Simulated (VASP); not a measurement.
# Ta4H3 (P-4m2) in VASP: single point with PBE

Aim: the single point of Ta4H3 with PBE.

All numbers are computed with VASP 6.6.1; they aren't measurements. Logs are shortened: lines on timing, memory, paths and dates and some standing lists are left out, and cuts for length are marked.

### 1 The cell of the first run

It takes space group P-4m2 (No. 115, tetragonal). Conventional cell: a = 3.345 Å, b = 3.345 Å, c = 7.266 Å, α = 90.00°, β = 90.00°, γ = 90.00°. Ta (site symmetry -4m2) has 4 H at 1.90 Å within 2.5 Å. Ta (site symmetry 2mm) has 3 H at 1.84 to 1.89 Å within 2.4 Å. Within 3.1 Å of Ta (site symmetry -4m2) lie 4 H at 2.37 Å and 8 Ta at 3.00 Å. H (site symmetry 2mm) has 4 Ta at 1.89 to 1.90 Å within 2.5 Å. Within 2.4 Å of H (site symmetry -4m2) lie 6 Ta at 1.84 to 2.37 Å.

### 2 Single point, PBE

INCAR

```
PREC = Accurate
ENCUT = 520
EDIFF = 1E-6
ISMEAR = 0
SIGMA = 0.2
LREAL = False
LASPH = True
NELM = 60
ALGO = Normal
ISIF = 2
LWAVE = False
LCHARG = False
GGA = PE
NBANDS = 32
```

KPOINTS

```
Automatic mesh
0
Gamma
  4 4 3
```

POSCAR

```
Ta4H3
1.0
    3.3448475245      0.0000000000      0.0000000000
    0.0000000000      3.3448475245      0.0000000000
    0.0000000000      0.0000000000      7.2659494923
Ta H
4 3
Direct
    0.5000000000      0.5000000000      0.5000000000
    0.0000000000      0.0000000000      0.2529002870
    0.0000000000      0.0000000000      0.7470997130
    0.5000000000      0.5000000000      0.0000000000
    0.0000000000      0.5000000000      0.6254719125
    0.5000000000      0.0000000000      0.3745280875
    0.0000000000      0.0000000000      0.0000000000
```

Potentials or basis: VASP PAW PBE potentials, release 64 (Ta_pv, H).

Launch:

```sh
cat potpaw_PBE.64/Ta_pv/POTCAR potpaw_PBE.64/H/POTCAR > POTCAR
mpirun -np 1 vasp_std > vasp.out
```

OUTCAR:

```text
PREC = Accurate
   ENCUT = 520
   EDIFF = 1E-6
   ISMEAR = 0
   LREAL = False
   LASPH = True
   NELM = 60
   ISIF = 2
   GGA = PE

 ion  position               nearest neighbor table
   1  0.500  0.500  0.500-   5 1.90   6 1.90   6 1.90   5 1.90   2 2.97   3 2.97   2 2.97   2 2.97
                             3 2.97   3 2.97   2 2.97   3 2.97
   2  0.000  0.000  0.253-   7 1.84   6 1.89   6 1.89   1 2.97   1 2.97   1 2.97   1 2.97   4 3.00
                             4 3.00   4 3.00   4 3.00   3 3.59
   3  0.000  0.000  0.747-   7 1.84   5 1.89   5 1.89   1 2.97   1 2.97   1 2.97   1 2.97   4 3.00
                             4 3.00   4 3.00   4 3.00   2 3.59
   4  0.500  0.500  0.000-   2 3.00   3 3.00   2 3.00   3 3.00   2 3.00   3 3.00   2 3.00   3 3.00

   5  0.000  0.500  0.625-   3 1.89   3 1.89   1 1.90   1 1.90
   6  0.500  0.000  0.375-   2 1.89   2 1.89   1 1.90   1 1.90
   7  0.000  0.000  0.000-   2 1.84   3 1.84

  LATTYP: Found a simple tetragonal cell.
 ALAT       =     3.3448475245
 C/A-ratio  =     2.1722812293

  Lattice vectors:

 A1 = (   3.3448475245,   0.0000000000,   0.0000000000)
 A2 = (   0.0000000000,   3.3448475245,   0.0000000000)
 A3 = (   0.0000000000,   0.0000000000,   7.2659494923)

Analysis of symmetry for initial positions (statically):
=====================================================================
 Subroutine PRICEL returns:
 Original cell was already a primitive cell.

 Routine SETGRP: Setting up the symmetry group for a
 simple tetragonal supercell.

 Subroutine GETGRP returns: Found  8 space group operations
 (whereof  8 operations were pure point group operations)
 out of a pool of 16 trial point group operations.

The static configuration has the point symmetry D_2d.

Analysis of symmetry for dynamics (positions and initial velocities):
=====================================================================
 Subroutine PRICEL returns:
 Original cell was already a primitive cell.

 Routine SETGRP: Setting up the symmetry group for a
 simple tetragonal supercell.

 Subroutine GETGRP returns: Found  8 space group operations
 (whereof  8 operations were pure point group operations)
 out of a pool of 16 trial point group operations.

The dynamic configuration has the point symmetry D_2d.

 Subroutine INISYM returns: Found  8 space group operations
 (whereof  8 operations are pure point group operations),
 and found     1 'primitive' translations

----------------------------------------------------------------------------------------

                                     Primitive cell

  volume of cell :      81.2915

  direct lattice vectors                    reciprocal lattice vectors
     3.344847525  0.000000000  0.000000000     0.298967290  0.000000000  0.000000000
     0.000000000  3.344847525  0.000000000     0.000000000  0.298967290  0.000000000
     0.000000000  0.000000000  7.265949492     0.000000000  0.000000000  0.137628262

  length of vectors
     3.344847525  3.344847525  7.265949492     0.298967290  0.298967290  0.137628262

  position of ions in fractional coordinates (direct lattice)
     0.500000000  0.500000000  0.500000000
     0.000000000  0.000000000  0.252900287
     0.000000000  0.000000000  0.747099713
     0.500000000  0.500000000  0.000000000
     0.000000000  0.500000000  0.625471912
     0.500000000  0.000000000  0.374528088
     0.000000000  0.000000000  0.000000000

  ion indices of the primitive-cell ions
   primitive index   ion index
                 1           1
                 2           2
                 3           3
                 4           4
                 5           5
                 6           6
                 7           7

----------------------------------------------------------------------------------------

 KPOINTS: Automatic mesh

Automatic generation of k-mesh.
 Grid dimensions read from file:
 generate k-points for:    4    4    3

 Generating k-lattice:

  Cartesian coordinates                     Fractional coordinates (reciprocal lattice)
     0.074741823  0.000000000  0.000000000     0.250000000  0.000000000  0.000000000
     0.000000000  0.074741823  0.000000000     0.000000000  0.250000000  0.000000000
     0.000000000  0.000000000  0.045876087     0.000000000  0.000000000  0.333333333

  Length of vectors
     0.074741823  0.074741823  0.045876087

  Shift w.r.t. Gamma in fractional coordinates (k-lattice)
     0.000000000  0.000000000  0.000000000

 Subroutine IBZKPT returns following result:
 ===========================================

 Found     12 irreducible k-points:

 Following reciprocal coordinates:
            Coordinates               Weight
  0.000000  0.000000  0.000000      1.000000
  0.250000  0.000000  0.000000      4.000000
  0.500000  0.000000  0.000000      2.000000
  0.250000  0.250000  0.000000      4.000000
  0.500000  0.250000  0.000000      4.000000
  0.500000  0.500000  0.000000      1.000000
  0.000000  0.000000  0.333333      2.000000
  0.250000  0.000000  0.333333      8.000000
  0.500000  0.000000  0.333333      4.000000
  0.250000  0.250000  0.333333      8.000000
  0.500000  0.250000  0.333333      8.000000
  0.500000  0.500000  0.333333      2.000000
   k-points           NKPTS =     12   k-points in BZ     NKDIM =     12   number of bands    NBANDS=     32
   number of dos      NEDOS =    301   number of ions     NIONS =      7
   total plane-waves  NPLWV =  42336
   dimension x,y,z NGX =    28 NGY =   28 NGZ =   54
   dimension x,y,z NGXF=    56 NGYF=   56 NGZF=  108
   ions per type =               4   3
   NGX,Y,Z   is equivalent  to a cutoff of  13.92, 13.92, 12.36 a.u.
   NGXF,Y,Z  is equivalent  to a cutoff of  27.83, 27.83, 24.71 a.u.
 SYSTEM =  unknown system
   PREC   = accura    normal or accurate (medium, high low for compatibility)
   ISTART =      0    job   : 0-new  1-cont  2-samecut
   ICHARG =      2    charge: 1-file 2-atom 10-const
   ISPIN  =      1    spin polarized calculation?
   LNONCOLLINEAR =      F non collinear calculations
   LSORBIT =      F    spin-orbit coupling
   LASPH  =      T    aspherical Exc in radial PAW
   ENCUT  =  520.0 eV  38.22 Ry    6.18 a.u.   6.22  6.22 13.51*2*pi/ulx,y,z
   NELM   =     60;   NELMIN=  2; NELMDL= -5     # of ELM steps
   EDIFF  = 0.1E-05   stopping-criterion for ELM
   LREAL  =      F    real-space projection
   EDIFFG = 0.1E-04   stopping-criterion for IOM
   NSW    =      0    number of steps for IOM
   IBRION =     -1    ionic relax: 0-MD 1-quasi-New 2-CG
   NFREE  =      0    steps in history (QN), initial steepest desc. (CG)
   ISIF   =      2    stress and relaxation
   ISYM   =      2    0-nonsym 1-usesym 2-fastsym
   POTIM  = 0.5000    time-step for ionic-motion
   TEBEG  =    0.0;   TEEND  =   0.0 temperature during run
   PSTRESS=    0.0 pullay stress
   NELECT =      47.0000    total number of electrons
   NUPDOWN=      -1.0000    fix difference up-down
   EMIN   =  10.00;   EMAX   =-10.00  energy-range for DOS
   EFERMI =   0.00;   METHOD = LEGACY
   ISMEAR =     0;   SIGMA  =   0.20  broadening in eV -4-tet -1-fermi 0-gaus
   EFERMI_NEDOS =   21; number of points for ismear=-14 and -15
   IALGO  =     38    algorithm
   IMIX   =      4    mixing-type and parameters
     AMIX     =   0.40;   BMIX     =  1.00
     AMIX_MAG =   1.60;   BMIX_MAG =  1.00
  volume/ion in A,a.u.               =      11.61        78.37
  Fermi-wavevector in a.u.,A,eV,Ry     =   1.363826  2.577258 25.307144  1.860023
  Thomas-Fermi vector in A             =   2.490196
   LORBIT       =      0    0 simple, 1 ext, 2 COOP (PROOUT), +10 PAW based schemes
   GGA     = PE    functional components
   LHFCALC =     F    Hartree Fock is set to
   AEXX    =    0.0000 exact exchange contribution
   IVDW    =     0    specifies the selected vdW correction
   LEPSILON=     F    determine dielectric tensor
   LRPA    =     F    only Hartree local field effects (RPA)
 non-spin polarized calculation
 Gauss-broadening in eV      SIGMA  =   0.20
  energy-cutoff  :      520.00
  volume of cell :       81.29
 maximum number of plane-waves:      2216
 NGX is ok and might be reduce to    28
   NGX = 13   NGY = 13   NGZ = 27

 number of electron      46.9999994 magnetization

 Free energy of the ion-electron system (eV)
  ---------------------------------------------------
  ext. energy  EPLUGINS =         0.00000000
  ---------------------------------------------------
  free energy    TOTEN  =       -57.85607760 eV

  energy without entropy =      -57.79176566  energy(sigma->0) =      -57.82392163

 E-fermi :   5.6022     XC(G=0): -12.3695

 val. band max:        5.5297231655   @ k =   0.5000   0.5000   0.0000
 cond. band min:       5.6398956329   @ k =   0.2500   0.0000   0.3333
 fundamental gap:      0.1101724674
 Fermi energy:         5.6022455902

 k-point     1 :       0.0000    0.0000    0.0000
  band No.  band energies     occupation
      1     -29.0233      2.00000
      2     -28.9040      2.00000
      3     -28.9040      2.00000
      4     -28.8206      2.00000
      5     -28.7543      2.00000
      6     -28.7022      2.00000
[... 24 lines left out ...]
     31       8.2030      0.00000
     32       8.3121      0.00000

 k-point     2 :       0.2500    0.0000    0.0000
  band No.  band energies     occupation
      1     -29.1102      2.00000
      2     -28.9983      2.00000
      3     -28.9291      2.00000
      4     -28.8891      2.00000
      5     -28.8371      2.00000
      6     -28.6851      2.00000
[... 24 lines left out ...]
     31       8.7384      0.00000
     32       9.0574      0.00000
[... 313 lines left out ...]
     31       9.5640      0.00000
     32       9.7414      0.00000

 k-point    12 :       0.5000    0.5000    0.3333
  band No.  band energies     occupation
      1     -29.1618      2.00000
      2     -29.1618      2.00000
      3     -28.9968      2.00000
      4     -28.9968      2.00000
      5     -28.7489      2.00000
      6     -28.7314      2.00000
[... 24 lines left out ...]
     31       9.7069      0.00000
     32       9.7507      0.00000

------------------------ aborting loop because EDIFF is reached ----------------------------------------

  FORCE on cell =-STRESS in cart. coord.  units (eV):
  Direction    XX          YY          ZZ          XY          YZ          ZX
  --------------------------------------------------------------------------------------
  -------------------------------------------------------------------------------------
  Total       -0.0950447     -0.0950447     -0.0920726      0.0000000      0.0000000      0.0000000
  in kB       -1.8732407     -1.8732407     -1.8146630      0.0000000      0.0000000      0.0000000
  external PRESSURE =      -1.8537148 kB  Pullay stress =       0.0000000 kB

 VOLUME and BASIS-vectors are now :
 -----------------------------------------------------------------------------
  energy-cutoff  :      520.00
  volume of cell :       81.29
      direct lattice vectors                 reciprocal lattice vectors
     3.344847525  0.000000000  0.000000000     0.298967290  0.000000000  0.000000000
     0.000000000  3.344847525  0.000000000     0.000000000  0.298967290  0.000000000
     0.000000000  0.000000000  7.265949492     0.000000000  0.000000000  0.137628262

 POSITION                                       TOTAL-FORCE (eV/Angst)
 -----------------------------------------------------------------------------------
      1.67242      1.67242      3.63297        -0.000000     -0.000000      0.000000
      0.00000      0.00000      1.83756         0.000000      0.000000      0.033737
      0.00000      0.00000      5.42839        -0.000000      0.000000     -0.033737
      1.67242      1.67242      0.00000        -0.000000     -0.000000      0.000000
      0.00000      1.67242      4.54465        -0.000000      0.000000     -0.004410
      1.67242      0.00000      2.72130        -0.000000      0.000000      0.004410
      0.00000      0.00000      0.00000        -0.000000      0.000000      0.000000
 -----------------------------------------------------------------------------------
    total drift:                               -0.000000      0.000000      0.000000

  FREE ENERGIE OF THE ION-ELECTRON SYSTEM (eV)
  ---------------------------------------------------
  free  energy   TOTEN  =       -57.8560775993 eV

  energy  without entropy=      -57.7917656637  energy(sigma->0) =      -57.82392163
```

It took 23 s on 1 thread of Intel Xeon 6975P-C (Granite Rapids), shared host; peak memory 0.2 GiB.

What came out:

```
Free energy   : -57.8561 eV
Pressure      : -0.2 GPa
Largest force : 0.034 eV/Å
```

Forces on the atoms (eV/Å):
```
Ta   0.000  0.000  0.000
Ta   0.000  0.000  0.034
Ta   0.000  0.000 -0.034
Ta   0.000  0.000  0.000
H    0.000  0.000 -0.004
H    0.000  0.000  0.004
H    0.000  0.000  0.000
```

Caveat: the k points lie up to 0.47 Å⁻¹ apart; spin-orbit coupling is left out, which moves the levels of the heavy elements.
